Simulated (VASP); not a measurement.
# P (P4/mmm) in VASP: a series of runs

Runs on P. Level: PBE. Tasks: single point, relaxation of cell and atoms.

Everything below comes from runs of VASP 6.6.1. Logs are shortened: lines on timing, memory, paths and dates and some standing lists are left out, and cuts for length are marked.

### Step 1. The cell of the first run

It takes space group P4/mmm (No. 123, tetragonal). Conventional cell: a = 2.385 Å, b = 2.385 Å, c = 2.579 Å, α = 90.00°, β = 90.00°, γ = 90.00°. P (site symmetry 4/mmm) has 6 P at 2.39 to 2.58 Å within 3.2 Å.

The cell was built from a structure type or drawn by symmetry, and may not be a known phase.

### Step 2. Single point, PBE

Input file INCAR:

```
PREC = Accurate
ENCUT = 520
EDIFF = 1E-6
ISMEAR = 0
SIGMA = 0.1
LREAL = False
LASPH = True
NELM = 100
ALGO = Normal
ISIF = 2
LWAVE = False
LCHARG = False
GGA = PE
NBANDS = 8
```

Input file KPOINTS:

```
regular mesh
0
Gamma
  8 8 4
```

Input file POSCAR:

```
P
1.0
    2.3854882830      0.0000000000      0.0000000000
    0.0000000000      2.3854882830      0.0000000000
    0.0000000000      0.0000000000      2.5791747422
P
1
Direct
    0.0000000000      0.0000000000      0.0000000000
```

Potentials or basis: VASP PAW PBE potentials, release 64 (P).

Command:

```sh
> cat potpaw_PBE.64/P/POTCAR > POTCAR
> mpirun -np 1 vasp_std > vasp.out
```

OUTCAR:

```text
PREC = Accurate
   ENCUT = 520
   EDIFF = 1E-6
   ISMEAR = 0
   LREAL = False
   LASPH = True
   NELM = 100
   ISIF = 2
   GGA = PE

 ion  position               nearest neighbor table
   1  0.000  0.000  0.000-

  LATTYP: Found a simple tetragonal cell.
 ALAT       =     2.3854882830
 C/A-ratio  =     1.0811936326

  Lattice vectors:

 A1 = (   2.3854882830,   0.0000000000,   0.0000000000)
 A2 = (   0.0000000000,   2.3854882830,   0.0000000000)
 A3 = (   0.0000000000,   0.0000000000,   2.5791747422)

Analysis of symmetry for initial positions (statically):
=====================================================================
 Subroutine PRICEL returns:
 Original cell was already a primitive cell.

 Routine SETGRP: Setting up the symmetry group for a
 simple tetragonal supercell.

 Subroutine GETGRP returns: Found 16 space group operations
 (whereof 16 operations were pure point group operations)
 out of a pool of 16 trial point group operations.

The static configuration has the point symmetry D_4h.

Analysis of symmetry for dynamics (positions and initial velocities):
=====================================================================
 Subroutine PRICEL returns:
 Original cell was already a primitive cell.

 Routine SETGRP: Setting up the symmetry group for a
 simple tetragonal supercell.

 Subroutine GETGRP returns: Found 16 space group operations
 (whereof 16 operations were pure point group operations)
 out of a pool of 16 trial point group operations.

The dynamic configuration has the point symmetry D_4h.

 Subroutine INISYM returns: Found 16 space group operations
 (whereof 16 operations are pure point group operations),
 and found     1 'primitive' translations

----------------------------------------------------------------------------------------

                                     Primitive cell

  volume of cell :      14.6769

  direct lattice vectors                    reciprocal lattice vectors
     2.385488283  0.000000000  0.000000000     0.419201388  0.000000000  0.000000000
     0.000000000  2.385488283  0.000000000     0.000000000  0.419201388  0.000000000
     0.000000000  0.000000000  2.579174742     0.000000000  0.000000000  0.387720918

  length of vectors
     2.385488283  2.385488283  2.579174742     0.419201388  0.419201388  0.387720918

  position of ions in fractional coordinates (direct lattice)
     0.000000000  0.000000000  0.000000000

  ion indices of the primitive-cell ions
   primitive index   ion index
                 1           1

----------------------------------------------------------------------------------------

 KPOINTS: regular mesh

Automatic generation of k-mesh.
 Grid dimensions read from file:
 generate k-points for:    8    8    4

 Generating k-lattice:

  Cartesian coordinates                     Fractional coordinates (reciprocal lattice)
     0.052400174  0.000000000  0.000000000     0.125000000  0.000000000  0.000000000
     0.000000000  0.052400174  0.000000000     0.000000000  0.125000000  0.000000000
     0.000000000  0.000000000  0.096930230     0.000000000  0.000000000  0.250000000

  Length of vectors
     0.052400174  0.052400174  0.096930230

  Shift w.r.t. Gamma in fractional coordinates (k-lattice)
     0.000000000  0.000000000  0.000000000

 Subroutine IBZKPT returns following result:
 ===========================================

 Found     45 irreducible k-points:

 Following reciprocal coordinates:
            Coordinates               Weight
  0.000000  0.000000  0.000000      1.000000
  0.125000  0.000000  0.000000      4.000000
  0.250000  0.000000  0.000000      4.000000
  0.375000  0.000000  0.000000      4.000000
  0.500000  0.000000  0.000000      2.000000
  0.125000  0.125000  0.000000      4.000000
[... 16 lines left out ...]
  0.375000  0.125000  0.250000     16.000000
  0.500000  0.125000  0.250000      8.000000
 [... further k-points ...]
   k-points           NKPTS =     45   k-points in BZ     NKDIM =     45   number of bands    NBANDS=      8
   number of dos      NEDOS =    301   number of ions     NIONS =      1
   total plane-waves  NPLWV =   6480
   dimension x,y,z NGX =    18 NGY =   18 NGZ =   20
   dimension x,y,z NGXF=    36 NGYF=   36 NGZF=   40
   ions per type =               1
   NGX,Y,Z   is equivalent  to a cutoff of  12.54, 12.54, 12.89 a.u.
   NGXF,Y,Z  is equivalent  to a cutoff of  25.09, 25.09, 25.78 a.u.
 SYSTEM =  unknown system
   PREC   = accura    normal or accurate (medium, high low for compatibility)
   ISTART =      0    job   : 0-new  1-cont  2-samecut
   ICHARG =      2    charge: 1-file 2-atom 10-const
   ISPIN  =      1    spin polarized calculation?
   LNONCOLLINEAR =      F non collinear calculations
   LSORBIT =      F    spin-orbit coupling
   LASPH  =      T    aspherical Exc in radial PAW
   ENCUT  =  520.0 eV  38.22 Ry    6.18 a.u.   4.44  4.44  4.80*2*pi/ulx,y,z
   NELM   =    100;   NELMIN=  2; NELMDL= -5     # of ELM steps
   EDIFF  = 0.1E-05   stopping-criterion for ELM
   LREAL  =      F    real-space projection
   EDIFFG = 0.1E-04   stopping-criterion for IOM
   NSW    =      0    number of steps for IOM
   IBRION =     -1    ionic relax: 0-MD 1-quasi-New 2-CG
   NFREE  =      0    steps in history (QN), initial steepest desc. (CG)
   ISIF   =      2    stress and relaxation
   ISYM   =      2    0-nonsym 1-usesym 2-fastsym
   POTIM  = 0.5000    time-step for ionic-motion
   TEBEG  =    0.0;   TEEND  =   0.0 temperature during run
   PSTRESS=    0.0 pullay stress
   NELECT =       5.0000    total number of electrons
   NUPDOWN=      -1.0000    fix difference up-down
   EMIN   =  10.00;   EMAX   =-10.00  energy-range for DOS
   EFERMI =   0.00;   METHOD = LEGACY
   ISMEAR =     0;   SIGMA  =   0.10  broadening in eV -4-tet -1-fermi 0-gaus
   EFERMI_NEDOS =   21; number of points for ismear=-14 and -15
   IALGO  =     38    algorithm
   IMIX   =      4    mixing-type and parameters
     AMIX     =   0.40;   BMIX     =  1.00
     AMIX_MAG =   1.60;   BMIX_MAG =  1.00
  volume/ion in A,a.u.               =      14.68        99.04
  Fermi-wavevector in a.u.,A,eV,Ry     =   1.143369  2.160654 17.786794  1.307293
  Thomas-Fermi vector in A             =   2.280064
   LORBIT       =      0    0 simple, 1 ext, 2 COOP (PROOUT), +10 PAW based schemes
   GGA     = PE    functional components
   LHFCALC =     F    Hartree Fock is set to
   AEXX    =    0.0000 exact exchange contribution
   IVDW    =     0    specifies the selected vdW correction
   LEPSILON=     F    determine dielectric tensor
   LRPA    =     F    only Hartree local field effects (RPA)
 non-spin polarized calculation
 Gauss-broadening in eV      SIGMA  =   0.10
  energy-cutoff  :      520.00
  volume of cell :       14.68
 maximum number of plane-waves:       407
 NGX is ok and might be reduce to    18
   NGX =  9   NGY =  9   NGZ =  9

 number of electron       5.0000000 magnetization

 Free energy of the ion-electron system (eV)
  ---------------------------------------------------
  ext. energy  EPLUGINS =         0.00000000
  ---------------------------------------------------
  free energy    TOTEN  =        -5.18624830 eV

  energy without entropy =       -5.18271087  energy(sigma->0) =       -5.18447959

 E-fermi :   9.3426     XC(G=0): -11.2469

 val. band max:        9.3190493036   @ k =   0.3750   0.2500   0.2500
 cond. band min:       9.5127749859   @ k =   0.5000   0.0000   0.2500
 fundamental gap:      0.1937256823
 Fermi energy:         9.3426012334

 k-point     1 :       0.0000    0.0000    0.0000
  band No.  band energies     occupation
      1      -6.9615      2.00000
      2      12.4439      0.00000
      3      15.5461      0.00000
      4      15.5461      0.00000
      5      15.6139      0.00000
      6      16.7409      0.00000
      7      24.0454      0.00000
      8      33.2157      0.00000

 k-point     2 :       0.1250    0.0000    0.0000
  band No.  band energies     occupation
      1      -6.5830      2.00000
      2      11.3366      0.00000
      3      12.7508      0.00000
      4      15.8447      0.00000
      5      16.0919      0.00000
      6      19.8793      0.00000
      7      25.7051      0.00000
      8      30.6033      0.00000

 k-point     3 :       0.2500    0.0000    0.0000
  band No.  band energies     occupation
      1      -5.4636      2.00000
      2       6.8859      2.00000
      3      13.6323      0.00000
      4      16.7029      0.00000
      5      16.9966      0.00000
      6      22.0731      0.00000
      7      26.6304      0.00000
      8      29.2670      0.00000

 k-point     4 :       0.3750    0.0000    0.0000
  band No.  band energies     occupation
      1      -3.6934      2.00000
      2       3.0474      2.00000
      3      14.8831      0.00000
      4      17.9221      0.00000
      5      18.2047      0.00000
      6      23.3542      0.00000
      7      23.9622      0.00000
      8      26.1118      0.00000

 k-point     5 :       0.5000    0.0000    0.0000
  band No.  band energies     occupation
      1      -2.1677      2.00000
      2       0.8239      2.00000
      3      15.6586      0.00000
      4      18.6798      0.00000
      5      18.8814      0.00000
      6      21.8885      0.00000
      7      24.6905      0.00000
      8      25.1200      0.00000

 k-point     6 :       0.1250    0.1250    0.0000
  band No.  band energies     occupation
      1      -6.2050      2.00000
      2      11.0463      0.00000
      3      12.4426      0.00000
      4      13.0564      0.00000
      5      17.5281      0.00000
      6      22.5648      0.00000
      7      26.4520      0.00000
      8      30.5003      0.00000

 k-point     7 :       0.2500    0.1250    0.0000
  band No.  band energies     occupation
      1      -5.0868      2.00000
      2       7.1785      2.00000
      3      12.8242      0.00000
      4      13.9341      0.00000
      5      18.6305      0.00000
      6      24.7188      0.00000
      7      26.2870      0.00000
      8      26.9140      0.00000

 k-point     8 :       0.3750    0.1250    0.0000
  band No.  band energies     occupation
      1      -3.3176      2.00000
      2       3.3843      2.00000
      3      14.1007      0.00000
      4      15.1777      0.00000
      5      20.0443      0.00000
      6      22.5364      0.00000
      7      23.6542      0.00000
      8      26.4105      0.00000

 k-point     9 :       0.5000    0.1250    0.0000
  band No.  band energies     occupation
      1      -1.7876      2.00000
      2       1.1647      2.00000
      3      14.9151      0.00000
      4      15.9467      0.00000
      5      20.6071      0.00000
      6      21.4545      0.00000
      7      22.1977      0.00000
      8      26.0352      0.00000

 k-point    10 :       0.2500    0.2500    0.0000
  band No.  band energies     occupation
      1      -3.9719      2.00000
      2       7.4169      2.00000
      3       9.2097      1.93975
      4      14.7998      0.00000
      5      19.3820      0.00000
      6      22.1559      0.00000
      7      27.6740      0.00000
      8      27.7202      0.00000
[... 78 lines left out ...]
 k-point    18 :       0.2500    0.0000    0.2500
  band No.  band energies     occupation
      1      -4.2887      2.00000
      2       6.7005      2.00000
      3       8.2348      2.00000
      4      17.5300      0.00000
      5      19.7257      0.00000
      6      21.9929      0.00000
      7      27.2290      0.00000
      8      29.5254      0.00000

 k-point    19 :       0.3750    0.0000    0.2500
  band No.  band energies     occupation
      1      -2.5166      2.00000
      2       4.0572      2.00000
      3       8.5381      2.00000
      4      16.4098      0.00000
      5      18.7222      0.00000
      6      23.1479      0.00000
      7      26.8779      0.00000
      8      29.0226      0.00000

 k-point    20 :       0.5000    0.0000    0.2500
  band No.  band energies     occupation
      1      -0.9607      2.00000
      2       1.8403      2.00000
      3       9.5128      0.01610
      4      14.7177      0.00000
      5      19.4578      0.00000
      6      23.9108      0.00000
      7      25.4898      0.00000
      8      29.7530      0.00000

 k-point    21 :       0.1250    0.1250    0.2500
  band No.  band energies     occupation
      1      -5.0288      2.00000
      2       6.2470      2.00000
      3      11.9204      0.00000
      4      14.0078      0.00000
      5      23.2882      0.00000
      6      24.3581      0.00000
      7      24.9320      0.00000
      8      25.2481      0.00000

 k-point    22 :       0.2500    0.1250    0.2500
  band No.  band energies     occupation
      1      -3.9132      2.00000
      2       7.0269      2.00000
      3       8.4761      2.00000
      4      14.2100      0.00000
      5      20.4615      0.00000
      6      25.1236      0.00000
      7      25.6770      0.00000
      8      26.4636      0.00000

 k-point    23 :       0.3750    0.1250    0.2500
  band No.  band energies     occupation
      1      -2.1429      2.00000
      2       4.3873      2.00000
      3       8.8272      2.00000
      4      15.4260      0.00000
      5      17.0028      0.00000
      6      23.2130      0.00000
      7      26.2095      0.00000
      8      27.0348      0.00000

 k-point    24 :       0.5000    0.1250    0.2500
  band No.  band energies     occupation
      1      -0.5832      2.00000
      2       2.1766      2.00000
      3       9.7775      0.00000
      4      15.0644      0.00000
      5      16.5747      0.00000
      6      21.6655      0.00000
      7      26.7692      0.00000
      8      27.7773      0.00000

 [... further k-points ...]

------------------------ aborting loop because EDIFF is reached ----------------------------------------

  FORCE on cell =-STRESS in cart. coord.  units (eV):
  Direction    XX          YY          ZZ          XY          YZ          ZX
  --------------------------------------------------------------------------------------
  -------------------------------------------------------------------------------------
  Total       -0.0357483     -0.0357483     -0.0078157      0.0000000      0.0000000     -0.0000000
  in kB       -3.9023847     -3.9023847     -0.8531902      0.0000000      0.0000000     -0.0000000
  external PRESSURE =      -2.8859865 kB  Pullay stress =       0.0000000 kB

 VOLUME and BASIS-vectors are now :
 -----------------------------------------------------------------------------
  energy-cutoff  :      520.00
  volume of cell :       14.68
      direct lattice vectors                 reciprocal lattice vectors
     2.385488283  0.000000000  0.000000000     0.419201388  0.000000000  0.000000000
     0.000000000  2.385488283  0.000000000     0.000000000  0.419201388  0.000000000
     0.000000000  0.000000000  2.579174742     0.000000000  0.000000000  0.387720918

 POSITION                                       TOTAL-FORCE (eV/Angst)
 -----------------------------------------------------------------------------------
      0.00000      0.00000      0.00000         0.000000      0.000000      0.000000
 -----------------------------------------------------------------------------------
    total drift:                                0.000000      0.000000      0.000000

  FREE ENERGIE OF THE ION-ELECTRON SYSTEM (eV)
  ---------------------------------------------------
  free  energy   TOTEN  =        -5.1862483017 eV

  energy  without entropy=       -5.1827108700  energy(sigma->0) =       -5.18447959
```

Wall time 2.1 s (1 thread of Intel Xeon 6975P-C (Granite Rapids), shared host); peak memory 0.11 GiB.

Results:

| Item | Value |
| --- | --- |
| Free energy | -5.1862 eV |
| Pressure | -0.3 GPa |
| Band gap on the k mesh | zero (an odd number of electrons rules out a gap without spin polarisation) |

Levels at points of the mesh, in eV from the Fermi level:
```
           k point  band 1  band 2  band 3  band 4  band 5  band 6
(0.00, 0.00, 0.00)  -16.30    3.10    6.20    6.20    6.27    7.40
(0.50, 0.00, 0.00)  -11.51   -8.52    6.32    9.34    9.54   12.55
(0.50, 0.50, 0.00)   -6.18   -4.84   -4.84    1.27    9.30   15.45
(0.00, 0.00, 0.50)  -12.97   -8.32    8.30    8.30    9.24   15.73
(0.50, 0.00, 0.50)   -7.90   -5.91   -4.45    1.21   11.24   17.16
(0.50, 0.50, 0.50)   -2.53   -2.53   -1.54   -0.91    4.15    5.30
```

Caveat: the k points lie up to 0.61 Å⁻¹ apart, too coarse for converged energies and pressures of a metal.

### Step 3. Single point, PBE

This run uses another cell than the first one, of 14.80 Å³/atom.

Input file INCAR:

```
SYSTEM = P
ALGO = Normal
EDIFF = 1E-6
ENCUT = 520
GGA = PE
ISIF = 2
ISMEAR = 0
LASPH = .True.
LCHARG = .False.
LREAL = .False.
LWAVE = .False.
NBANDS = 8
NELM = 100
PREC = Accurate
SIGMA = 0.1
```

Input file KPOINTS:

```
k-points
0
Gamma
  8 8 6
  0 0 0
```

Input file POSCAR:

```
P
1.0
    2.4997529619      0.0000000000      0.0000000000
    0.0000000000      2.4997529619      0.0000000000
    0.0000000000      0.0000000000      2.3689067968
P
1
Direct
    0.0000000000      0.0000000000      0.0000000000
```

Potentials or basis: VASP PAW PBE potentials, release 64 (P).

Command:

```sh
> cat potpaw_PBE.64/P/POTCAR > POTCAR
> mpirun -np 1 vasp_std > vasp.out
```

Run time: 2.5 s. Hardware: 1 thread of Intel Xeon 6975P-C (Granite Rapids), shared host; peak memory 0.11 GiB.

It converged, with:

```yaml
Free_energy: -5.3023 eV
Pressure: -0.3 GPa
Band_gap_on_the_k_mesh: zero (an odd number of electrons rules out a gap without spin polarisation)
```

Stress tensor (GPa, compression positive):
```
-0.09  0.00  0.00
 0.00 -0.09  0.00
 0.00  0.00 -0.73
```

Levels at points of the mesh, in eV from the Fermi level:
| k point | band 1 | band 2 | band 3 | band 4 | band 5 | band 6 | band 7 |
| --- | --- | --- | --- | --- | --- | --- | --- |
| (0.00, 0.00, 0.00) | -16.55 | 3.99 | 3.99 | 6.27 | 6.31 | 6.79 | 14.08 |
| (0.50, 0.00, 0.00) | -12.65 | -8.69 | 6.52 | 8.75 | 8.98 | 13.50 | 15.57 |
| (0.50, 0.50, 0.00) | -8.51 | -5.57 | -5.57 | 0.84 | 11.03 | 16.73 | 17.81 |
| (0.00, 0.00, 0.50) | -11.59 | -8.80 | 7.29 | 7.29 | 9.38 | 13.30 | 13.30 |
| (0.50, 0.00, 0.50) | -7.29 | -5.80 | -4.79 | 0.94 | 9.60 | 15.56 | 16.51 |
| (0.50, 0.50, 0.50) | -3.09 | -2.01 | -1.97 | -1.97 | 4.30 | 4.30 | 5.07 |

Caveat: the k points lie up to 0.44 Å⁻¹ apart, too coarse for converged energies and pressures of a metal.

(Continued in part 2 of 2.)
